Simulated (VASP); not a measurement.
# MgB2 in VASP: notebook, part 2 of 2

VASP 6.6.1.

## (3) Single point, PBEsol

This run uses another cell than the first one, of 12.43 Å³/atom, 1.124 times its volume.

Contents of INCAR:

```
PREC     = Accurate       # precision mode
ENCUT    = 520            # plane-wave cutoff, eV
EDIFF    = 1E-6           # SCF threshold, eV
ISMEAR   = -1             # smearing method
SIGMA    = 0.15           # smearing width, eV
LREAL    = F              # projectors in reciprocal space
LASPH    = T              # aspherical terms in the spheres
NELM     = 120            # most SCF steps
ALGO     = Normal         # electronic algorithm
ISIF     = 2              # what is computed and relaxed
LWAVE    = F              # write WAVECAR
LCHARG   = T              # write CHGCAR
GGA      = PS             # functional
LELF     = T              # ELF
LVHAR    = T            
NBANDS   = 17             # bands
GGA_COMPAT= F            
NELMDL   = -8
```

Contents of KPOINTS:

```
Automatic mesh
0
Gamma
  6 6 3
```

Contents of POSCAR:

```
MgB2
1.0
    3.0850000000      0.0000000000      0.0000000000
   -1.5425000000      2.6716883700      0.0000000000
    0.0000000000      0.0000000000      9.0460000000
Mg B
2 4
Direct
    0.0000000000      0.0000000000      0.0000000000
    0.0000000000      0.0000000000      0.3894539023
    0.3333333333      0.6666666667      0.1947269511
    0.6666666667      0.3333333333      0.1947269511
    0.3333333333      0.6666666667      0.5841808534
    0.6666666667      0.3333333333      0.5841808534
```

Potentials or basis: VASP PAW PBE potentials, release 64 (Mg, B).

Launch:

```sh
cat potpaw_PBE.64/Mg/POTCAR potpaw_PBE.64/B/POTCAR > POTCAR
mpirun -np 1 vasp_std > vasp.out
```

OUTCAR:

```text
PREC = Accurate
   ENCUT = 520
   EDIFF = 1E-6
   ISMEAR = -1
   LREAL = F
   LASPH = T
   NELM = 120
   ISIF = 2
   GGA = PS
   NELMDL = -8

 ion  position               nearest neighbor table
   1  0.000  0.000  0.000-   3 2.51   4 2.51   4 2.51   3 2.51   4 2.51   3 2.51   2 3.52
   2  0.000  0.000  0.389-   5 2.51   6 2.51   6 2.51   5 2.51   6 2.51   5 2.51   3 2.51   4 2.51
                             4 2.51   3 2.51   3 2.51   4 2.51   1 3.52
   3  0.333  0.667  0.195-   4 1.78   4 1.78   4 1.78   1 2.51   1 2.51   1 2.51   2 2.51   2 2.51
                             2 2.51
   4  0.667  0.333  0.195-   3 1.78   3 1.78   3 1.78   1 2.51   1 2.51   1 2.51   2 2.51   2 2.51
                             2 2.51
   5  0.333  0.667  0.584-   6 1.78   6 1.78   6 1.78   2 2.51   2 2.51   2 2.51
   6  0.667  0.333  0.584-   5 1.78   5 1.78   5 1.78   2 2.51   2 2.51   2 2.51

  LATTYP: Found a hexagonal cell.
 ALAT       =     3.0850000000
 C/A-ratio  =     2.9322528363

  Lattice vectors:

 A1 = (   3.0850000000,   0.0000000000,   0.0000000000)
 A2 = (  -1.5425000000,   2.6716883700,   0.0000000000)
 A3 = (   0.0000000000,   0.0000000000,   9.0460000000)

Analysis of symmetry for initial positions (statically):
=====================================================================
 Subroutine PRICEL returns:
 Original cell was already a primitive cell.

 Routine SETGRP: Setting up the symmetry group for a
 hexagonal supercell.

 Subroutine GETGRP returns: Found 12 space group operations
 (whereof 12 operations were pure point group operations)
 out of a pool of 24 trial point group operations.

The static configuration has the point symmetry C_6v.

Analysis of symmetry for dynamics (positions and initial velocities):
=====================================================================
 Subroutine PRICEL returns:
 Original cell was already a primitive cell.

 Routine SETGRP: Setting up the symmetry group for a
 hexagonal supercell.

 Subroutine GETGRP returns: Found 12 space group operations
 (whereof 12 operations were pure point group operations)
 out of a pool of 24 trial point group operations.

The dynamic configuration has the point symmetry C_6v.

 Subroutine INISYM returns: Found 12 space group operations
 (whereof 12 operations are pure point group operations),
 and found     1 'primitive' translations

----------------------------------------------------------------------------------------

                                     Primitive cell

  volume of cell :      74.5586

  direct lattice vectors                    reciprocal lattice vectors
     3.085000000  0.000000000  0.000000000     0.324149109  0.187147575  0.000000000
    -1.542500000  2.671688370  0.000000000     0.000000000  0.374295150  0.000000000
     0.000000000  0.000000000  9.046000000     0.000000000  0.000000000  0.110546098

  length of vectors
     3.085000000  3.084999999  9.046000000     0.374295150  0.374295150  0.110546098

  position of ions in fractional coordinates (direct lattice)
     0.000000000  0.000000000  0.000000000
     0.000000000  0.000000000  0.389453902
     0.333333333  0.666666667  0.194726951
     0.666666667  0.333333333  0.194726951
     0.333333333  0.666666667  0.584180853
     0.666666667  0.333333333  0.584180853

  ion indices of the primitive-cell ions
   primitive index   ion index
                 1           1
[... 44 lines left out ...]
  0.500000 -0.000000  0.333333      6.000000
  0.166667  0.166667  0.333333     12.000000
  0.333333  0.166667  0.333333     24.000000
  0.333333  0.333333  0.333333      4.000000
   k-points           NKPTS =     14   k-points in BZ     NKDIM =     14   number of bands    NBANDS=     17
   number of dos      NEDOS =    301   number of ions     NIONS =      6
   total plane-waves  NPLWV =  40320
   dimension x,y,z NGX =    24 NGY =   24 NGZ =   70
   dimension x,y,z NGXF=    48 NGYF=   48 NGZF=  140
   ions per type =               2   4
   NGX,Y,Z   is equivalent  to a cutoff of  12.93, 12.93, 12.86 a.u.
   NGXF,Y,Z  is equivalent  to a cutoff of  25.87, 25.87, 25.73 a.u.
 SYSTEM =  unknown system
   PREC   = accura    normal or accurate (medium, high low for compatibility)
   ISTART =      0    job   : 0-new  1-cont  2-samecut
   ICHARG =      2    charge: 1-file 2-atom 10-const
   ISPIN  =      1    spin polarized calculation?
   LNONCOLLINEAR =      F non collinear calculations
   LSORBIT =      F    spin-orbit coupling
   LASPH  =      T    aspherical Exc in radial PAW
   ENCUT  =  520.0 eV  38.22 Ry    6.18 a.u.   5.74  5.74 16.82*2*pi/ulx,y,z
   NELM   =    120;   NELMIN=  2; NELMDL= -8     # of ELM steps
   EDIFF  = 0.1E-05   stopping-criterion for ELM
   LREAL  =      F    real-space projection
   EDIFFG = 0.1E-04   stopping-criterion for IOM
   NSW    =      0    number of steps for IOM
   IBRION =     -1    ionic relax: 0-MD 1-quasi-New 2-CG
   NFREE  =      0    steps in history (QN), initial steepest desc. (CG)
   ISIF   =      2    stress and relaxation
   ISYM   =      2    0-nonsym 1-usesym 2-fastsym
   POTIM  = 0.5000    time-step for ionic-motion
   TEBEG  =    0.0;   TEEND  =   0.0 temperature during run
   PSTRESS=    0.0 pullay stress
   NELECT =      16.0000    total number of electrons
   NUPDOWN=      -1.0000    fix difference up-down
   EMIN   =  10.00;   EMAX   =-10.00  energy-range for DOS
   EFERMI =   0.00;   METHOD = LEGACY
   ISMEAR =    -1;   SIGMA  =   0.15  broadening in eV -4-tet -1-fermi 0-gaus
   EFERMI_NEDOS =   21; number of points for ismear=-14 and -15
   IALGO  =     38    algorithm
   IMIX   =      4    mixing-type and parameters
     AMIX     =   0.40;   BMIX     =  1.00
     AMIX_MAG =   1.60;   BMIX_MAG =  1.00
  volume/ion in A,a.u.               =      12.43        83.86
  Fermi-wavevector in a.u.,A,eV,Ry     =   0.980127  1.852171 13.070420  0.960649
  Thomas-Fermi vector in A             =   2.111033
   LORBIT       =      0    0 simple, 1 ext, 2 COOP (PROOUT), +10 PAW based schemes
   GGA     = PS    functional components
   LHFCALC =     F    Hartree Fock is set to
   AEXX    =    0.0000 exact exchange contribution
   IVDW    =     0    specifies the selected vdW correction
   LEPSILON=     F    determine dielectric tensor
   LRPA    =     F    only Hartree local field effects (RPA)
 non-spin polarized calculation
  energy-cutoff  :      520.00
  volume of cell :       74.56
 maximum number of plane-waves:      2020
 NGX is ok and might be reduce to    24
   NGX = 11   NGY = 11   NGZ = 33

 number of electron      16.0000000 magnetization

 Free energy of the ion-electron system (eV)
  ---------------------------------------------------
  ext. energy  EPLUGINS =         0.00000000
  ---------------------------------------------------
  free energy    TOTEN  =       -30.47222231 eV

  energy without entropy =      -30.33165507  energy(sigma->0) =      -30.40193869

 E-fermi :   3.2494     XC(G=0):  -9.7458

 val. band max:        3.1056051610   @ k =   0.5000  -0.0000   0.3333
 cond. band min:       3.2556188758   @ k =   0.3333   0.1667   0.0000
 fundamental gap:      0.1500137148
 Fermi energy:         3.2493558413

 k-point     1 :       0.0000    0.0000    0.0000
  band No.  band energies     occupation
      1      -8.9297      2.00000
      2      -7.3926      2.00000
      3      -3.4142      2.00000
      4       0.0373      2.00000
      5       1.3411      1.99999
      6       3.5598      0.22415
[... 257 lines left out ...]
      4      -2.5758      2.00000
      5      -2.5737      2.00000
      6      -1.0890      2.00000
[... 9 lines left out ...]
     16      11.7909      0.00000
     17      12.0881      0.00000

------------------------ aborting loop because EDIFF is reached ----------------------------------------

  FORCE on cell =-STRESS in cart. coord.  units (eV):
  Direction    XX          YY          ZZ          XY          YZ          ZX
  --------------------------------------------------------------------------------------
  -------------------------------------------------------------------------------------
  Total       -2.2783392     -2.2783392     -2.3818972      0.0000000      0.0000000      0.0000000
  in kB      -48.9588728    -48.9588727    -51.1842148      0.0000000      0.0000000      0.0000000
  external PRESSURE =     -49.7006534 kB  Pullay stress =       0.0000000 kB

 VOLUME and BASIS-vectors are now :
 -----------------------------------------------------------------------------
  energy-cutoff  :      520.00
  volume of cell :       74.56
      direct lattice vectors                 reciprocal lattice vectors
     3.085000000  0.000000000  0.000000000     0.324149109  0.187147575  0.000000000
    -1.542500000  2.671688370  0.000000000     0.000000000  0.374295150  0.000000000
     0.000000000  0.000000000  9.046000000     0.000000000  0.000000000  0.110546098

 POSITION                                       TOTAL-FORCE (eV/Angst)
 -----------------------------------------------------------------------------------
      0.00000      0.00000      0.00000         0.000000     -0.000000     -0.036073
      0.00000      0.00000      3.52300         0.000000     -0.000000      0.433717
     -0.00000      1.78113      1.76150        -0.000000      0.000000     -0.214425
      1.54250      0.89056      1.76150         0.000000     -0.000000     -0.214425
     -0.00000      1.78113      5.28450         0.000000      0.000000      0.015603
      1.54250      0.89056      5.28450         0.000000     -0.000000      0.015603
 -----------------------------------------------------------------------------------
    total drift:                                0.000000      0.000000      0.000014

  FREE ENERGIE OF THE ION-ELECTRON SYSTEM (eV)
  ---------------------------------------------------
  free  energy   TOTEN  =       -30.4722223122 eV

  energy  without entropy=      -30.3316550696  energy(sigma->0) =      -30.40193869
```

It took 16 s on 1 thread of Intel Xeon Platinum 8559C (Emerald Rapids), shared host; peak memory 0.18 GiB.

Results:

```
Free energy            : -30.4722 eV
Largest force          : 0.434 eV/Å
Band gap on the k mesh : zero (band 8 reaches 4.54 eV, above the bottom of band 9 at 2.92 eV)
```

Forces on the atoms (eV/Å):
```
Mg   0.000  0.000 -0.036
Mg   0.000  0.000  0.434
B    0.000  0.000 -0.214
B    0.000  0.000 -0.214
B    0.000  0.000  0.016
B    0.000  0.000  0.016
```

Caveat: the k points lie up to 0.39 Å⁻¹ apart; the PAW data sets were made with another functional, which shifts forces and pressure a little.

## (4) Single point, PBEsol

This run uses another cell than the first one, of 13.80 Å³/atom, 1.249 times its volume.

Contents of INCAR:

```
  PREC = Accurate
  ENCUT = 520
  EDIFF = 1E-6
  ISMEAR = -1
  SIGMA = 0.15
  LREAL = False
  LASPH = True
  NELM = 120
  ALGO = Normal
  ISIF = 2
  LWAVE = False
  LCHARG = False
  GGA = PS
  NBANDS = 17
  GGA_COMPAT = False
  NELMDL = -8
```

Contents of KPOINTS:

```
regular mesh
0
Gamma
  6 6 3
```

Contents of POSCAR:

```
MgB2
1.0
    3.0850000000      0.0000000000      0.0000000000
   -1.5425000000      2.6716883700      0.0000000000
    0.0000000000      0.0000000000     10.0460000000
Mg B
2 4
Direct
    0.0000000000      0.0000000000      0.0000000000
    0.0000000000      0.0000000000      0.3506868405
    0.3333333333      0.6666666667      0.1753434203
    0.6666666667      0.3333333333      0.1753434203
    0.3333333333      0.6666666667      0.5260302608
    0.6666666667      0.3333333333      0.5260302608
```

Launch:

```sh
cat potpaw_PBE.64/Mg/POTCAR potpaw_PBE.64/B/POTCAR > POTCAR
mpirun -np 1 vasp_std > vasp.out
```

Wall time 17 s (1 thread of Intel Xeon Platinum 8559C (Emerald Rapids), shared host); peak memory 0.19 GiB.

Results (log left out):

```yaml
Free_energy: -30.2656 eV
Largest_force: 0.446 eV/Å
Band_gap_on_the_k_mesh: zero (band 8 reaches 3.77 eV, above the bottom of band 9 at 2.15 eV)
```

Forces on the atoms (eV/Å):
```
Mg   0.000  0.000  0.200
Mg   0.000  0.000  0.446
B    0.000  0.000 -0.201
B    0.000  0.000 -0.201
B    0.000  0.000 -0.121
B    0.000  0.000 -0.121
```

Levels at points of the mesh, in eV from the Fermi level:
| k point | band 6 | band 7 | band 8 | band 9 | band 10 | band 11 |
| --- | --- | --- | --- | --- | --- | --- |
| (0.00, 0.00, 0.00) | 0.30 | 0.30 | 1.32 | 1.32 | 4.41 | 5.12 |
| (0.50, 0.00, 0.00) | -2.28 | -1.10 | -0.63 | 0.20 | 2.23 | 2.43 |

Caveat: the k points lie up to 0.39 Å⁻¹ apart; the PAW data sets were made with another functional, which shifts forces and pressure a little.

## (5) Single point, PBEsol

This run uses another cell than the first one, of 16.55 Å³/atom, 1.497 times its volume.

Contents of INCAR:

```
PREC = Accurate
ENCUT = 520
EDIFF = 1E-6
ISMEAR = -1
SIGMA = 0.15
LREAL = F
LASPH = T
NELM = 120
ALGO = Normal
ISIF = 2
LWAVE = F
LCHARG = F
GGA = PS
NBANDS = 17
GGA_COMPAT = F
NELMDL = -8
```

Contents of KPOINTS:

```
Automatic mesh
0
Gamma
  6 6 3
```

Contents of POSCAR:

```
MgB2
1.0
    3.0850000000      0.0000000000      0.0000000000
   -1.5425000000      2.6716883700      0.0000000000
    0.0000000000      0.0000000000     12.0460000000
Mg B
2 4
Direct
    0.0000000000      0.0000000000      0.0000000000
    0.0000000000      0.0000000000      0.2924622281
    0.3333333333      0.6666666667      0.1462311141
    0.6666666667      0.3333333333      0.1462311141
    0.3333333333      0.6666666667      0.4386933422
    0.6666666667      0.3333333333      0.4386933422
```

Potentials or basis: VASP PAW PBE potentials, release 64 (Mg, B).

Launch:

```sh
cat potpaw_PBE.64/Mg/POTCAR potpaw_PBE.64/B/POTCAR > POTCAR
mpirun -np 1 vasp_std > vasp.out
```

OUTCAR:

```text
PREC = Accurate
   ENCUT = 520
   EDIFF = 1E-6
   ISMEAR = -1
   LREAL = F
   LASPH = T
   NELM = 120
   ISIF = 2
   GGA = PS
   NELMDL = -8

 ion  position               nearest neighbor table
   1  0.000  0.000  0.000-   3 2.51   4 2.51   4 2.51   3 2.51   4 2.51   3 2.51   2 3.52
   2  0.000  0.000  0.292-   3 2.51   4 2.51   4 2.51   3 2.51   4 2.51   3 2.51   6 2.51   5 2.51
                             6 2.51   5 2.51   6 2.51   5 2.51   1 3.52
   3  0.333  0.667  0.146-   4 1.78   4 1.78   4 1.78   2 2.51   2 2.51   2 2.51   1 2.51   1 2.51
[... 479 lines left out ...]
  -------------------------------------------------------------------------------------
  Total       -2.5906390     -2.5906390     -0.8731673      0.0000000      0.0000000      0.0000000
  in kB      -41.8055226    -41.8055225    -14.0904298      0.0000000      0.0000000      0.0000000
  external PRESSURE =     -32.5671583 kB  Pullay stress =       0.0000000 kB

 VOLUME and BASIS-vectors are now :
 -----------------------------------------------------------------------------
  energy-cutoff  :      520.00
  volume of cell :       99.29
      direct lattice vectors                 reciprocal lattice vectors
     3.085000000  0.000000000  0.000000000     0.324149109  0.187147575  0.000000000
    -1.542500000  2.671688370  0.000000000     0.000000000  0.374295150  0.000000000
     0.000000000  0.000000000 12.046000000     0.000000000  0.000000000  0.083015109

 POSITION                                       TOTAL-FORCE (eV/Angst)
 -----------------------------------------------------------------------------------
      0.00000      0.00000      0.00000        -0.000000     -0.000000      0.243705
      0.00000      0.00000      3.52300         0.000000     -0.000000      0.435207
     -0.00000      1.78113      1.76150         0.000000     -0.000000     -0.182099
      1.54250      0.89056      1.76150        -0.000000      0.000000     -0.182099
     -0.00000      1.78113      5.28450         0.000000      0.000000     -0.157357
      1.54250      0.89056      5.28450        -0.000000     -0.000000     -0.157357
 -----------------------------------------------------------------------------------
    total drift:                                0.000000      0.000000     -0.000102

  FREE ENERGIE OF THE ION-ELECTRON SYSTEM (eV)
  ---------------------------------------------------
  free  energy   TOTEN  =       -30.2088847281 eV

  energy  without entropy=      -30.0223403773  energy(sigma->0) =      -30.11561255
```

It took 22 s on 1 thread of Intel Xeon Platinum 8559C (Emerald Rapids), shared host; peak memory 0.21 GiB.

What came out:

| Property | Result |
| --- | --- |
| Free energy | -30.2089 eV |
| Largest force | 0.435 eV/Å |
| Band gap on the k mesh | zero (band 8 reaches 2.53 eV, above the bottom of band 9 at 1.07 eV) |

Forces in eV/Å, atoms in the order of the input:
```
Mg   0.000  0.000  0.244
Mg   0.000  0.000  0.435
B    0.000  0.000 -0.182
B    0.000  0.000 -0.182
B    0.000  0.000 -0.157
B    0.000  0.000 -0.157
```

Levels at points of the mesh, in eV from the Fermi level:
```
           k point  band 4  band 5  band 6  band 7  band 8  band 9  band 10  band 11  band 12  band 13
(0.00, 0.00, 0.00)   -3.46   -1.69    0.31    0.31    1.32    1.32     3.55     4.52     6.19     6.19
(0.50, 0.00, 0.00)   -6.20   -2.75   -2.27   -1.10   -0.60    0.17     2.08     2.52     3.79     4.56
```

Caveat: the k points lie up to 0.39 Å⁻¹ apart; the PAW data sets were made with another functional, which shifts forces and pressure a little.

## (6) The runs side by side

```csv
cell,gap on the mesh (eV),largest force (eV/Å)
"a = 3.085, b = 3.085, c = 8.046 Å, angles 90.0, 90.0, 120.0°, 6 atoms",none,0.48
"a = 3.085, b = 3.085, c = 9.046 Å, angles 90.0, 90.0, 120.0°, 6 atoms",none,0.43
"a = 3.085, b = 3.085, c = 10.046 Å, angles 90.0, 90.0, 120.0°, 6 atoms",none,0.45
"a = 3.085, b = 3.085, c = 12.046 Å, angles 90.0, 90.0, 120.0°, 6 atoms",none,0.44
```

Alike in all rows: task single point; level PBEsol; potentials or basis VASP PAW PBE potentials, release 64 (Mg, B); no spin polarisation; k mesh 6 × 6 × 3; cutoff (eV) 520; smearing fermi-dirac 0.15 eV.

Caveats: all runs use coarse meshes; the PAW data sets were made with another functional, which shifts forces and pressure a little.

Total energies depend on the potentials used, so only differences within one code and one set of settings carry meaning.
